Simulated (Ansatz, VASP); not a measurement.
# LiF: VASP beside Ansatz

```xyz
2
Lattice="0.0000 2.0140 2.0341 2.0140 0.0000 2.0341 2.0140 2.0140 0.0000" Properties=species:S:1:pos:R:3 pbc="T T T"
Li    0.0000    0.0000    0.0000
F     2.0140    2.0140    2.0341
```

Change from the starting cell: zz strain of +1 %.

Alike in both runs: task single point; functional LDA; k mesh 10 × 10 × 10; occupations fermi-dirac, width 0.03 eV; no spin polarisation.

|  | VASP | Ansatz |
| --- | --- | --- |
| version | VASP 6.6.1 | Ansatz 0.2.0 |
| potentials or method | VASP PAW LDA potentials, release 64 (Li_sv, F), cutoff 520 eV | all-electron LAPW, scalar-relativistic |

VASP gave:

| Item | Value |
| --- | --- |
| gap on the k mesh at the Fermi level (eV) | 8.73 |

**Question.** Estimate Ansatz's values.

**Answer.** gap on the k mesh at the Fermi level (eV): 8.72.

LDA's correlation is that of Perdew and Zunger in VASP and of Perdew and Wang (1992) in Ansatz. Ansatz ran all-electron here, and VASP with PAW potentials.

Noted on VASP's run: the cutoff is short for stress, so the pressure is rough.
